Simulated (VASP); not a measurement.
# NaF (Fm-3m) in VASP: further runs, part 2 of 3

VASP 6.6.1. Earlier steps stand in the parts before.

### 4 Single point, PBEsol

This run uses another cell than the first one, of 12.41 Å³/atom, 1.099 times its volume.

The input, INCAR:

```
SYSTEM = NaF
PREC = Accurate ; ENCUT = 520
EDIFF = 1E-7 ; ISMEAR = 0
SIGMA = 0.02 ; LREAL = .FALSE.
LASPH = .TRUE. ; NELM = 60
ALGO = Normal ; ISIF = 2
LWAVE = .FALSE. ; LCHARG = .TRUE.
GGA = PS ; LELF = .TRUE.
LVHAR = .TRUE. ; NBANDS = 14
```

The input, KPOINTS:

```
regular mesh
0
G
  8 8 8
  0 0 0
```

The input, POSCAR:

```
NaF
1.0
    0.0000000000      2.3151008940      2.3151008940
    2.3151008940      0.0000000000      2.3151008940
    2.3151008940      2.3151008940      0.0000000000
Na F
1 1
Direct
    0.0000000000      0.0000000000      0.0000000000
    0.5000000000      0.5000000000      0.5000000000
```

Potentials or basis: VASP PAW PBE potentials, release 64 (Na_pv, F).

Command:

```sh
cat potpaw_PBE.64/Na_pv/POTCAR potpaw_PBE.64/F/POTCAR > POTCAR
mpirun -np 1 vasp_std > vasp.out
```

OUTCAR:

```text
SYSTEM = NaF
   PREC = Accurate
   ENCUT = 520
   EDIFF = 1E-7
   ISMEAR = 0
   LREAL = .FALSE.
   LASPH = .TRUE.
   NELM = 60
   ISIF = 2
   GGA = PS

 ion  position               nearest neighbor table
   1  0.000  0.000  0.000-   2 2.32   2 2.32   2 2.32   2 2.32   2 2.32   2 2.32
   2  0.500  0.500  0.500-   1 2.32   1 2.32   1 2.32   1 2.32   1 2.32   1 2.32

  LATTYP: Found a face centered cubic cell.
 ALAT       =     4.6302017880

  Lattice vectors:

 A1 = (   0.0000000000,   2.3151008940,   2.3151008940)
 A2 = (   2.3151008940,   0.0000000000,   2.3151008940)
 A3 = (   2.3151008940,   2.3151008940,   0.0000000000)

Analysis of symmetry for initial positions (statically):
=====================================================================
 Subroutine PRICEL returns:
 Original cell was already a primitive cell.

 Routine SETGRP: Setting up the symmetry group for a
 face centered cubic supercell.

 Subroutine GETGRP returns: Found 48 space group operations
 (whereof 48 operations were pure point group operations)
 out of a pool of 48 trial point group operations.

The static configuration has the point symmetry O_h .

Analysis of symmetry for dynamics (positions and initial velocities):
=====================================================================
 Subroutine PRICEL returns:
 Original cell was already a primitive cell.

 Routine SETGRP: Setting up the symmetry group for a
 face centered cubic supercell.

 Subroutine GETGRP returns: Found 48 space group operations
 (whereof 48 operations were pure point group operations)
 out of a pool of 48 trial point group operations.

The dynamic configuration has the point symmetry O_h .

 Subroutine INISYM returns: Found 48 space group operations
 (whereof 48 operations are pure point group operations),
 and found     1 'primitive' translations

----------------------------------------------------------------------------------------

                                     Primitive cell
[... 115 lines left out ...]
   LORBIT       =      0    0 simple, 1 ext, 2 COOP (PROOUT), +10 PAW based schemes
   GGA     = PS    functional components
   LHFCALC =     F    Hartree Fock is set to
   AEXX    =    0.0000 exact exchange contribution
   IVDW    =     0    specifies the selected vdW correction
   LEPSILON=     F    determine dielectric tensor
   LRPA    =     F    only Hartree local field effects (RPA)
 non-spin polarized calculation
 Gauss-broadening in eV      SIGMA  =   0.02
  energy-cutoff  :      520.00
  volume of cell :       24.82
 maximum number of plane-waves:       692
   NGX = 13   NGY = 13   NGZ = 13

 number of electron      13.9999983 magnetization

 Free energy of the ion-electron system (eV)
  ---------------------------------------------------
  ext. energy  EPLUGINS =         0.00000000
  ---------------------------------------------------
  free energy    TOTEN  =        -8.76875886 eV

  energy without entropy =       -8.76875886  energy(sigma->0) =       -8.76875886

 E-fermi :  -2.0501     XC(G=0):  -9.3461

 val. band max:       -2.1662196509   @ k =   0.0000   0.0000   0.0000
 cond. band min:       4.0079484557   @ k =   0.0000   0.0000   0.0000
 fundamental gap:      6.1741681065
 Fermi energy:        -2.0500863570

 k-point     1 :       0.0000    0.0000    0.0000
  band No.  band energies     occupation
      1     -21.2271      2.00000
      2     -20.9280      2.00000
      3     -20.9280      2.00000
      4     -20.9280      2.00000
      5      -2.1662      2.00000
      6      -2.1662      2.00000
      7      -2.1662      2.00000
      8       4.0079      0.00000
      9      16.6946      0.00000
     10      16.6946      0.00000
     11      16.6946      0.00000
     12      19.3831      0.00000
     13      21.7725      0.00000
     14      21.7725      0.00000
[... 377 lines left out ...]
      1     -21.6695      2.00000
      2     -20.9846      2.00000
      3     -20.9602      2.00000
      4     -20.3159      2.00000
      5      -3.5035      2.00000
      6      -2.7563      2.00000
      7      -2.5094      2.00000
      8       9.4626      0.00000
      9      10.4220      0.00000
     10      14.8743      0.00000
     11      16.7132      0.00000
     12      19.9013      0.00000
     13      20.9692      0.00000
     14      25.7764      0.00000

 [... further k-points ...]
[... 5 lines left out ...]
  --------------------------------------------------------------------------------------
  -------------------------------------------------------------------------------------
  Total       -0.0059967     -0.0059967     -0.0059967      0.0000000      0.0000000     -0.0000000
  in kB       -0.3871535     -0.3871535     -0.3871535      0.0000000      0.0000000     -0.0000000
  external PRESSURE =      -0.3871535 kB  Pullay stress =       0.0000000 kB

 VOLUME and BASIS-vectors are now :
 -----------------------------------------------------------------------------
  energy-cutoff  :      520.00
  volume of cell :       24.82
      direct lattice vectors                 reciprocal lattice vectors
     0.000000000  2.315100894  2.315100894    -0.215973309  0.215973309  0.215973309
     2.315100894  0.000000000  2.315100894     0.215973309 -0.215973309  0.215973309
     2.315100894  2.315100894  0.000000000     0.215973309  0.215973309 -0.215973309

 POSITION                                       TOTAL-FORCE (eV/Angst)
 -----------------------------------------------------------------------------------
      0.00000      0.00000      0.00000        -0.000000      0.000000      0.000000
      2.31510      2.31510      2.31510         0.000000     -0.000000     -0.000000
 -----------------------------------------------------------------------------------
    total drift:                                0.000000     -0.000000      0.000000

  FREE ENERGIE OF THE ION-ELECTRON SYSTEM (eV)
  ---------------------------------------------------
  free  energy   TOTEN  =        -8.7687588607 eV

  energy  without entropy=       -8.7687588607  energy(sigma->0) =       -8.76875886
```

OSZICAR:

```text
N       E                     dE             d eps       ncg     rms          rms(c)
DAV:   1     0.107598352270E+03    0.10760E+03   -0.76345E+03   836   0.122E+03
DAV:   2    -0.439338124661E+01   -0.11199E+03   -0.10476E+03   908   0.340E+02
DAV:   3    -0.949853147851E+01   -0.51052E+01   -0.50964E+01  1052   0.675E+01
DAV:   4    -0.953816901666E+01   -0.39638E-01   -0.39637E-01   908   0.639E+00
DAV:   5    -0.953858381942E+01   -0.41480E-03   -0.41479E-03  1016   0.646E-01    0.491E+00
DAV:   6    -0.878409433973E+01    0.75449E+00   -0.25910E+00   962   0.145E+01    0.180E+00
DAV:   7    -0.876956952187E+01    0.14525E-01   -0.29136E-02   830   0.209E+00    0.103E+00
DAV:   8    -0.876839963350E+01    0.11699E-02   -0.25497E-02   896   0.342E+00    0.151E-01
DAV:   9    -0.876887739995E+01   -0.47777E-03   -0.41867E-03   974   0.625E-01    0.117E-01
DAV:  10    -0.876875578235E+01    0.12162E-03   -0.96371E-04   926   0.360E-01    0.133E-02
DAV:  11    -0.876875858708E+01   -0.28047E-05   -0.41698E-05   926   0.136E-01    0.709E-03
DAV:  12    -0.876875884049E+01   -0.25341E-06   -0.58577E-06   968   0.311E-02    0.286E-03
DAV:  13    -0.876875886071E+01   -0.20220E-07   -0.87036E-07   920   0.866E-03
   1 F= -.87687589E+01 E0= -.87687589E+01  d E =-.150191E-18
```

Run time: 10 s. Hardware: 1 thread of Intel Xeon 8259CL, shared host; peak memory 0.13 GiB.

Results:

* Free energy: -8.7688 eV
* Pressure: 0.0 GPa
* Band gap on the k mesh: 6.17 eV, direct

Caveat: the PAW data sets were made with another functional, which shifts forces and pressure a little.

(Continued in part 3 of 3.)
